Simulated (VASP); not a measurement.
# Si (P2_1) in VASP: further runs

The runs below take Si through single point, with PBE.

All numbers are computed with VASP 6.6.1; they aren't measurements. Logs are shortened: lines on timing, memory, paths and dates and some standing lists are left out, and cuts for length are marked.

### 1 The cell of the first run

Symmetry: P2_1, No. 4, monoclinic system. The conventional cell has a = 3.868 Å, b = 5.470 Å, c = 3.868 Å, α = 90.00°, β = 90.00°, γ = 90.00°. Si (site symmetry 1) has 4 Si at 2.33 to 2.40 Å within 3.1 Å. Si (site symmetry 1) has 4 Si at 2.33 to 2.40 Å within 3.1 Å.

### 2 Single point, PBE (atoms displaced along several vibrational modes)

Input file INCAR:

```
SYSTEM = Si
PREC = Accurate
ENCUT = 520
EDIFF = 1E-6
ISMEAR = 0
SIGMA = 0.05
LREAL = .FALSE.
LASPH = .TRUE.
NELM = 100
ALGO = Normal
ISIF = 2
LWAVE = .FALSE.
LCHARG = .FALSE.
GGA = PE
NBANDS = 16
```

Input file KPOINTS:

```
Automatic mesh
0
G
  8 8 6
  0 0 0
```

Input file POSCAR:

```
Si
1.0
    0.0000000000     -2.7347607592     -2.7347607592
    0.0000000000      2.7347607592     -2.7347607592
    5.4695215184      0.0000000000      0.0000000000
Si
4
Direct
    0.5071817367      0.5015331524      0.0000000000
   -0.0071817367     -0.0015331524      0.5000000000
    0.9967755408      0.4869608638      0.2500000000
    0.5032244592      0.0130391362      0.7500000000
```

Potentials or basis: VASP PAW PBE potentials, release 64 (Si).

On the command line:

```bash
cat potpaw_PBE.64/Si/POTCAR > POTCAR
mpirun -np 1 vasp_std > vasp.out
```

OUTCAR:

```text
SYSTEM = Si
   PREC = Accurate
   ENCUT = 520
   EDIFF = 1E-6
   ISMEAR = 0
   LREAL = .FALSE.
   LASPH = .TRUE.
   NELM = 100
   ISIF = 2
   GGA = PE

 ion  position               nearest neighbor table
   1  0.507  0.502  0.000-   4 2.33   3 2.34   3 2.40   4 2.40
   2  0.993  0.998  0.500-   3 2.33   4 2.34   4 2.40   3 2.40
   3  0.997  0.487  0.250-   2 2.33   1 2.34   1 2.40   2 2.40
   4  0.503  0.013  0.750-   1 2.33   2 2.34   2 2.40   1 2.40

  LATTYP: Found a simple tetragonal cell.
 ALAT       =     3.8675357555
 C/A-ratio  =     1.4142135624

  Lattice vectors:

 A1 = (   0.0000000000,  -2.7347607592,  -2.7347607592)
 A2 = (   0.0000000000,   2.7347607592,  -2.7347607592)
 A3 = (   5.4695215184,   0.0000000000,   0.0000000000)

Analysis of symmetry for initial positions (statically):
=====================================================================
 Subroutine PRICEL returns:
 Original cell was already a primitive cell.

 Routine SETGRP: Setting up the symmetry group for a
 simple tetragonal supercell.

 Subroutine GETGRP returns: Found  2 space group operations
 (whereof  1 operations were pure point group operations)
 out of a pool of 16 trial point group operations.

The static configuration has the point symmetry C_1 .
 The point group associated with its full space group is C_2 .

Analysis of symmetry for dynamics (positions and initial velocities):
=====================================================================
 Subroutine PRICEL returns:
 Original cell was already a primitive cell.

 Routine SETGRP: Setting up the symmetry group for a
 simple tetragonal supercell.

 Subroutine GETGRP returns: Found  2 space group operations
 (whereof  1 operations were pure point group operations)
 out of a pool of 16 trial point group operations.

The dynamic configuration has the point symmetry C_1 .
 The point group associated with its full space group is C_2 .

 Subroutine INISYM returns: Found  2 space group operations
 (whereof  1 operations are pure point group operations),
 and found     1 'primitive' translations

----------------------------------------------------------------------------------------

                                     Primitive cell

  volume of cell :      81.8122

  direct lattice vectors                    reciprocal lattice vectors
     0.000000000 -2.734760759 -2.734760759     0.000000000 -0.182831349 -0.182831349
     0.000000000  2.734760759 -2.734760759     0.000000000  0.182831349 -0.182831349
     5.469521518  0.000000000  0.000000000     0.182831349  0.000000000  0.000000000

  length of vectors
     3.867535756  3.867535756  5.469521518     0.258562574  0.258562574  0.182831349

  position of ions in fractional coordinates (direct lattice)
     0.507181737  0.501533152  0.000000000
     0.992818263  0.998466848  0.500000000
     0.996775541  0.486960864  0.250000000
     0.503224459  0.013039136  0.750000000

  ion indices of the primitive-cell ions
   primitive index   ion index
                 1           1
                 2           2
                 3           3
                 4           4

----------------------------------------------------------------------------------------

 KPOINTS: Automatic mesh

Automatic generation of k-mesh.
 Grid dimensions read from file:
 generate k-points for:    8    8    6

 Generating k-lattice:

  Cartesian coordinates                     Fractional coordinates (reciprocal lattice)
     0.000000000 -0.022853919 -0.022853919     0.125000000  0.000000000  0.000000000
     0.000000000  0.022853919 -0.022853919     0.000000000  0.125000000  0.000000000
     0.030471892  0.000000000  0.000000000     0.000000000  0.000000000  0.166666667

  Length of vectors
     0.032320322  0.032320322  0.030471892

  Shift w.r.t. Gamma in fractional coordinates (k-lattice)
     0.000000000  0.000000000  0.000000000

 Subroutine IBZKPT returns following result:
 ===========================================

 Found    136 irreducible k-points:

 Following reciprocal coordinates:
            Coordinates               Weight
  0.000000  0.000000  0.000000      1.000000
  0.125000  0.000000  0.000000      2.000000
  0.000000  0.125000  0.000000      2.000000
  0.250000  0.000000  0.000000      2.000000
  0.000000  0.250000  0.000000      2.000000
  0.375000  0.000000  0.000000      2.000000
[... 16 lines left out ...]
 -0.250000  0.250000  0.000000      2.000000
  0.375000  0.250000  0.000000      2.000000
 [... further k-points ...]
   k-points           NKPTS =    136   k-points in BZ     NKDIM =    136   number of bands    NBANDS=     16
   number of dos      NEDOS =    301   number of ions     NIONS =      4
   total plane-waves  NPLWV =  37800
   dimension x,y,z NGX =    30 NGY =   30 NGZ =   42
   dimension x,y,z NGXF=    60 NGYF=   60 NGZF=   84
   ions per type =               4
   NGX,Y,Z   is equivalent  to a cutoff of  12.90, 12.90, 12.77 a.u.
   NGXF,Y,Z  is equivalent  to a cutoff of  25.79, 25.79, 25.53 a.u.
 SYSTEM =  Si
   PREC   = accura    normal or accurate (medium, high low for compatibility)
   ISTART =      0    job   : 0-new  1-cont  2-samecut
   ICHARG =      2    charge: 1-file 2-atom 10-const
   ISPIN  =      1    spin polarized calculation?
   LNONCOLLINEAR =      F non collinear calculations
   LSORBIT =      F    spin-orbit coupling
   LASPH  =      T    aspherical Exc in radial PAW
   ENCUT  =  520.0 eV  38.22 Ry    6.18 a.u.   7.19  7.19 10.17*2*pi/ulx,y,z
   NELM   =    100;   NELMIN=  2; NELMDL= -5     # of ELM steps
   EDIFF  = 0.1E-05   stopping-criterion for ELM
   LREAL  =      F    real-space projection
   EDIFFG = 0.1E-04   stopping-criterion for IOM
   NSW    =      0    number of steps for IOM
   IBRION =     -1    ionic relax: 0-MD 1-quasi-New 2-CG
   NFREE  =      0    steps in history (QN), initial steepest desc. (CG)
   ISIF   =      2    stress and relaxation
   ISYM   =      2    0-nonsym 1-usesym 2-fastsym
   POTIM  = 0.5000    time-step for ionic-motion
   TEBEG  =    0.0;   TEEND  =   0.0 temperature during run
   PSTRESS=    0.0 pullay stress
   NELECT =      16.0000    total number of electrons
   NUPDOWN=      -1.0000    fix difference up-down
   EMIN   =  10.00;   EMAX   =-10.00  energy-range for DOS
   EFERMI =   0.00;   METHOD = LEGACY
   ISMEAR =     0;   SIGMA  =   0.05  broadening in eV -4-tet -1-fermi 0-gaus
   EFERMI_NEDOS =   21; number of points for ismear=-14 and -15
   IALGO  =     38    algorithm
   IMIX   =      4    mixing-type and parameters
     AMIX     =   0.40;   BMIX     =  1.00
     AMIX_MAG =   1.60;   BMIX_MAG =  1.00
  volume/ion in A,a.u.               =      20.45       138.02
  Fermi-wavevector in a.u.,A,eV,Ry     =   0.950259  1.795730 12.285964  0.902993
  Thomas-Fermi vector in A             =   2.078619
   LORBIT       =      0    0 simple, 1 ext, 2 COOP (PROOUT), +10 PAW based schemes
   GGA     = PE    functional components
   LHFCALC =     F    Hartree Fock is set to
   AEXX    =    0.0000 exact exchange contribution
   IVDW    =     0    specifies the selected vdW correction
   LEPSILON=     F    determine dielectric tensor
   LRPA    =     F    only Hartree local field effects (RPA)
 non-spin polarized calculation
 Gauss-broadening in eV      SIGMA  =   0.05
  energy-cutoff  :      520.00
  volume of cell :       81.81
 maximum number of plane-waves:      2248
 NGX is ok and might be reduce to    30
   NGX = 15   NGY = 15   NGZ = 21

 number of electron      15.9999999 magnetization

 Free energy of the ion-electron system (eV)
  ---------------------------------------------------
  ext. energy  EPLUGINS =         0.00000000
  ---------------------------------------------------
  free energy    TOTEN  =       -21.65653551 eV

  energy without entropy =      -21.65653551  energy(sigma->0) =      -21.65653551

 E-fermi :   5.8705     XC(G=0):  -9.3258

 val. band max:        5.6195346585   @ k =   0.0000   0.0000   0.0000
 cond. band min:       6.2171142067   @ k =   0.0000   0.0000   0.1667
 fundamental gap:      0.5975795482
 Fermi energy:         5.8704606157

 k-point     1 :       0.0000    0.0000    0.0000
  band No.  band energies     occupation
      1      -6.2051      2.00000
      2      -2.1404      2.00000
      3      -2.1355      2.00000
      4       2.8156      2.00000
      5       2.8217      2.00000
      6       5.5990      2.00000
[... 8 lines left out ...]
     15      13.3017      0.00000
     16      13.3185      0.00000

 k-point     2 :       0.1250    0.0000    0.0000
  band No.  band energies     occupation
      1      -6.0714      2.00000
      2      -2.2111      2.00000
      3      -1.9905      2.00000
      4       2.1637      2.00000
      5       2.9246      2.00000
      6       4.5690      2.00000
[... 8 lines left out ...]
     15      12.7285      0.00000
     16      13.1652      0.00000

 k-point     3 :       0.0000    0.1250    0.0000
  band No.  band energies     occupation
      1      -6.0714      2.00000
      2      -2.2072      2.00000
      3      -1.9945      2.00000
      4       2.1622      2.00000
      5       2.9252      2.00000
      6       4.5640      2.00000
[... 8 lines left out ...]
     15      12.7272      0.00000
     16      13.1650      0.00000

 k-point     4 :       0.2500    0.0000    0.0000
  band No.  band energies     occupation
      1      -5.6759      2.00000
      2      -2.5524      2.00000
      3      -1.5557      2.00000
      4       1.4115      2.00000
      5       2.9446      2.00000
      6       3.2311      2.00000
[... 8 lines left out ...]
     15      11.9650      0.00000
     16      12.9710      0.00000
[... 324 lines left out ...]
 k-point    22 :       0.2500    0.2500    0.0000
  band No.  band energies     occupation
      1      -5.1453      2.00000
      2      -1.9860      2.00000
      3      -1.9800      2.00000
      4       1.8447      2.00000
      5       1.8499      2.00000
      6       2.1058      2.00000
[... 8 lines left out ...]
     15      11.3025      0.00000
     16      11.3132      0.00000

 k-point    23 :      -0.2500    0.2500    0.0000
  band No.  band energies     occupation
      1      -5.1453      2.00000
      2      -1.9860      2.00000
      3      -1.9799      2.00000
      4       1.8457      2.00000
      5       1.8501      2.00000
      6       2.1024      2.00000
[... 8 lines left out ...]
     15      11.2967      0.00000
     16      11.3154      0.00000

 k-point    24 :       0.3750    0.2500    0.0000
  band No.  band energies     occupation
      1      -4.5066      2.00000
      2      -2.7354      2.00000
      3      -1.2831      2.00000
      4       0.8744      2.00000
      5       1.7993      2.00000
      6       2.3423      2.00000
[... 8 lines left out ...]
     15      12.3530      0.00000
     16      12.9118      0.00000

 [... further k-points ...]

------------------------ aborting loop because EDIFF is reached ----------------------------------------

  FORCE on cell =-STRESS in cart. coord.  units (eV):
  Direction    XX          YY          ZZ          XY          YZ          ZX
  --------------------------------------------------------------------------------------
  -------------------------------------------------------------------------------------
  Total        0.0763851      0.0643906      0.0112787      0.0000000     -0.0133423      0.0000000
  in kB        1.4958946      1.2610002      0.2208776      0.0000000     -0.2612896      0.0000000
  external PRESSURE =       0.9925908 kB  Pullay stress =       0.0000000 kB

 VOLUME and BASIS-vectors are now :
 -----------------------------------------------------------------------------
  energy-cutoff  :      520.00
  volume of cell :       81.81
      direct lattice vectors                 reciprocal lattice vectors
     0.000000000 -2.734760759 -2.734760759     0.000000000 -0.182831349 -0.182831349
     0.000000000  2.734760759 -2.734760759     0.000000000  0.182831349 -0.182831349
     5.469521518  0.000000000  0.000000000     0.182831349  0.000000000  0.000000000

 POSITION                                       TOTAL-FORCE (eV/Angst)
 -----------------------------------------------------------------------------------
      0.00000     -0.01545     -2.75859         0.011591      0.583731      0.023269
      2.73476      0.01545     -5.44569         0.011591     -0.583731     -0.023269
      1.36738     -1.39422     -4.05766        -0.011591      0.086722     -0.647126
      4.10214     -1.34054     -1.41186        -0.011591     -0.086722      0.647126
 -----------------------------------------------------------------------------------
    total drift:                               -0.000003      0.000000     -0.000000

  FREE ENERGIE OF THE ION-ELECTRON SYSTEM (eV)
  ---------------------------------------------------
  free  energy   TOTEN  =       -21.6565355099 eV

  energy  without entropy=      -21.6565355099  energy(sigma->0) =      -21.65653551
```

It took 1.9 min on 1 thread of Intel Xeon Platinum 8488C (Sapphire Rapids), shared host; peak memory 0.26 GiB.

Results:

```
Free energy            : -21.6565 eV
Pressure               : 0.1 GPa
Largest force          : 0.653 eV/Å
Band gap on the k mesh : 0.60 eV
```

Forces in eV/Å, atoms in the order of the input:
```
Si   0.012  0.584  0.023
Si   0.012 -0.584 -0.023
Si  -0.012  0.087 -0.647
Si  -0.012 -0.087  0.647
```

Caveat: the cell differs from its parent crystal (atoms displaced along several vibrational modes); semilocal functionals underestimate gaps, and a narrow one can read as zero.

### 3 Single point, PBE (atoms displaced along several vibrational modes)

Input file INCAR:

```
PREC = Accurate
ENCUT = 520
EDIFF = 1E-6
ISMEAR = 0
SIGMA = 0.05
LREAL = False
LASPH = True
NELM = 60
ALGO = Normal
ISIF = 2
LWAVE = False
LCHARG = False
GGA = PE
NBANDS = 16
```

Input file KPOINTS:

```
Automatic mesh
0
Gamma
  8 8 6
```

Input file POSCAR:

```
Si
1.0
    0.0000000000     -2.7347607592     -2.7347607592
    0.0000000000      2.7347607592     -2.7347607592
    5.4695215184      0.0000000000      0.0000000000
Si
4
Direct
    0.5097832856      0.4986566564      0.0000000000
   -0.0097832856      0.0013433436      0.5000000000
    0.9941739918      0.4840843678      0.2500000000
    0.5058260082      0.0159156322      0.7500000000
```

Potentials or basis: VASP PAW PBE potentials, release 64 (Si).

On the command line:

```bash
cat potpaw_PBE.64/Si/POTCAR > POTCAR
mpirun -np 1 vasp_std > vasp.out
```

Wall time 1.9 min (1 thread of Intel Xeon Platinum 8488C (Sapphire Rapids), shared host); peak memory 0.26 GiB.

It converged, with:

- Free energy: -21.6103 eV
- Pressure: 0.3 GPa
- Largest force: 0.961 eV/Å
- Band gap on the k mesh: 0.58 eV

Forces on the atoms (eV/Å):
```
Si   0.018  0.894  0.006
Si   0.018 -0.894 -0.006
Si  -0.018  0.101 -0.956
Si  -0.018 -0.101  0.956
```

Stress tensor (GPa, compression positive):
```
 0.47  0.00  0.00
 0.00  0.31 -0.04
 0.00 -0.04  0.16
```

Levels at points of the mesh, in eV from the valence-band top:
```
           k point  band 6  band 7  band 8  band 9  band 10  band 11
(0.00, 0.00, 0.00)   -0.02   -0.01    0.00    0.70     0.71     2.53
(0.50, 0.00, 0.00)   -3.63   -1.41   -1.20    2.31     2.46     4.55
(0.00, 0.50, 0.00)   -3.62   -1.42   -1.19    2.31     2.48     4.52
(0.50, 0.50, 0.00)   -2.84   -2.82   -2.70    0.63     0.75     0.77
(0.00, 0.00, 0.50)   -1.86   -1.84   -1.84    1.12     1.12     3.08
(0.50, 0.00, 0.50)   -1.33   -1.06   -1.06    1.44     1.44     3.22
(0.00, 0.50, 0.50)   -1.32   -1.08   -1.08    1.44     1.44     3.23
(0.50, 0.50, 0.50)   -3.85   -3.69   -3.69    4.04     4.04     4.37
```

Caveat: the cell differs from its parent crystal (atoms displaced along several vibrational modes); semilocal functionals underestimate gaps, and a narrow one can read as zero. A k mesh can miss the band edges.

### 4 Single point, PBE (atoms displaced along several vibrational modes)

Input file INCAR:

```
SYSTEM = Si
ALGO     = Normal         ! electronic algorithm
EDIFF    = 1E-7           ! SCF threshold, eV
ENCUT    = 520            ! plane-wave cutoff, eV
GGA      = PE             ! functional
ISIF     = 2              ! what is computed and relaxed
ISMEAR   = 0              ! smearing method
LASPH    = .TRUE.         ! aspherical terms in the spheres
LCHARG   = .TRUE.         ! write CHGCAR
LELF     = .TRUE.         ! ELF
LREAL    = .FALSE.        ! projectors in reciprocal space
LVHAR    = .TRUE.       
LWAVE    = .FALSE.        ! write WAVECAR
NBANDS   = 16             ! bands
NELM     = 100            ! most SCF steps
PREC     = Accurate       ! precision mode
SIGMA    = 0.05           ! smearing width, eV
```

Input file KPOINTS:

```
k-points
0
G
  8 8 6
  0 0 0
```

Input file POSCAR:

```
Si
1.0
    0.0000000000     -2.7347607592     -2.7347607592
    0.0000000000      2.7347607592     -2.7347607592
    5.4695215184      0.0000000000      0.0000000000
Si
4
Direct
    0.5045801877      0.5044096483      0.0000000000
   -0.0045801877     -0.0044096483      0.5000000000
    0.9993770898      0.4898373597      0.2500000000
    0.5006229102      0.0101626403      0.7500000000
```

On the command line:

```bash
cat potpaw_PBE.64/Si/POTCAR > POTCAR
mpirun -np 1 vasp_std > vasp.out
```

Wall time 2.1 min (1 thread of Intel Xeon Platinum 8488C (Sapphire Rapids), shared host); peak memory 0.26 GiB.

The run converged. Its results:

```yaml
Free_energy: -21.6843 eV
Pressure: 0.0 GPa
Largest_force: 0.347 eV/Å
Band_gap_on_the_k_mesh: 0.61 eV
```

Forces in eV/Å, atoms in the order of the input:
```
Si   0.008  0.275  0.040
Si   0.008 -0.275 -0.040
Si  -0.008  0.072 -0.340
Si  -0.008 -0.072  0.340
```

Levels at points of the mesh, in eV from the valence-band top:
```tsv
k point	band 4	band 5	band 6	band 7	band 8	band 9	band 10	band 11	band 12	band 13
(0.00, 0.00, 0.00)	-2.80	-2.79	-0.02	0.00	0.00	0.74	0.76	2.55	2.55	2.56
(0.50, 0.00, 0.00)	-5.36	-3.70	-3.65	-1.34	-1.27	2.40	2.45	4.67	4.82	5.00
(0.00, 0.50, 0.00)	-5.36	-3.70	-3.65	-1.34	-1.26	2.40	2.46	4.67	4.82	4.99
(0.50, 0.50, 0.00)	-7.63	-2.83	-2.80	-2.80	-2.76	0.71	0.75	0.75	0.78	9.84
(0.00, 0.00, 0.50)	-3.52	-1.85	-1.85	-1.85	-1.85	1.15	1.15	3.12	3.12	5.69
(0.50, 0.00, 0.50)	-6.87	-1.23	-1.23	-1.14	-1.14	1.46	1.46	3.31	3.31	3.38
(0.00, 0.50, 0.50)	-6.87	-1.22	-1.22	-1.14	-1.14	1.46	1.46	3.31	3.31	3.38
(0.50, 0.50, 0.50)	-7.52	-3.79	-3.79	-3.74	-3.74	4.20	4.20	4.31	4.31	4.89
```

Caveat: the cell differs from its parent crystal (atoms displaced along several vibrational modes); semilocal functionals underestimate gaps, and a narrow one can read as zero. A k mesh can miss the band edges.

### 5 Summary

| cell | gap on the mesh (eV) | pressure (GPa) | largest force (eV/Å) |
| --- | --- | --- | --- |
| as given, atomic positions A | 0.60 | 0.1 | 0.65 |
| as given, atomic positions B | 0.58 | 0.3 | 0.96 |
| as given, atomic positions C | 0.61 | 0.0 | 0.35 |

Alike in all rows: task single point; level PBE; potentials or basis VASP PAW PBE potentials, release 64 (Si); no spin polarisation; k mesh 8 × 8 × 6; cutoff (eV) 520; smearing gaussian 0.05 eV.

Caveats: semilocal functionals underestimate gaps, and a narrow one can read as zero.

Total energies depend on the potentials used, so only differences within one code and one set of settings carry meaning.
